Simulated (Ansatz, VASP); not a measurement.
**TiN: VASP beside Ansatz**

```
Ti N
1.0
     0.00000    2.11900    2.11900
     2.11900    0.00000    2.11900
     2.11900    2.11900    0.00000
Ti N
1 1
Direct
  0.00000 0.00000 0.00000
  0.50000 0.50000 0.50000
```

Alike in both runs: task single point; functional LDA; k mesh 11 × 11 × 11; no spin polarisation.

|  | VASP | Ansatz |
| --- | --- | --- |
| version | VASP 6.6.1 | Ansatz 0.2.0 |
| potentials or method | VASP PAW LDA potentials, release 64 (Ti_sv, N), cutoff 600 eV | all-electron (LAPW or listed datasets) |
| occupations | fermi-dirac, width 0.1 eV | fermi-dirac |

|  | VASP | Ansatz | Ansatz less VASP |
| --- | --- | --- | --- |
| gap on the k mesh at the Fermi level (eV) | none | none | - |
| pressure (GPa) | -12.6 | -13.4 | -0.75 |

LDA's correlation is that of Perdew and Zunger in VASP and of Perdew and Wang (1992) in Ansatz. A gap of «none» marks a metal or a gap that the smearing closes. Ansatz ran all-electron here, and VASP with PAW potentials.
